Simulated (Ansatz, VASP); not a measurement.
# Ni: VASP beside Ansatz

```
CELL_PARAMETERS angstrom
1.75071 -1.75495 0.14795
1.75071 1.75495 0.14795
-0.59417 0.00000 7.03077
ATOMIC_POSITIONS crystal
Ni 0.75001 0.74999 0.12500
Ni 0.25001 0.24999 0.37500
Ni 0.24999 0.25001 0.87500
Ni 0.74999 0.75001 0.62500
```

Alike in both runs: functional PBE; k mesh 6 × 6 × 4; occupations gaussian, width 0.1 eV; collinear spin.

Ansatz relaxed the structure, and its values are those at the end. VASP's run is a single point on that final structure, the one shown.

|  | VASP | Ansatz |
| --- | --- | --- |
| version | VASP 6.6.1 | Ansatz 0.2.0 |
| potentials or method | VASP PAW PBE potentials, release 64 (Ni), cutoff 520 eV | scalar-relativistic, plane waves, PAW |
| valence electrons in the cell | 40 | 72 |

|  | VASP | Ansatz | Ansatz less VASP |
| --- | --- | --- | --- |
| gap on the k mesh at the Fermi level (eV) | none | none | - |
| pressure (GPa) | -0.2 | 0.0 | +0.18 |
| net moment per atom (μB) | 0.65 | 0.66 | +0.014 |
| size of the moment on the site where the two differ most (μB) | 0.66 | 0.70 | +0.042 |

Site moments also hang on the region over which each program counts them. A gap of «none» marks a metal or a gap that the smearing closes. VASP's potentials hold 40 valence electrons a cell and Ansatz's 72, so a difference there can come from the potentials and not from the codes.

The k mesh is coarse, so the values compare programs but aren't converged.
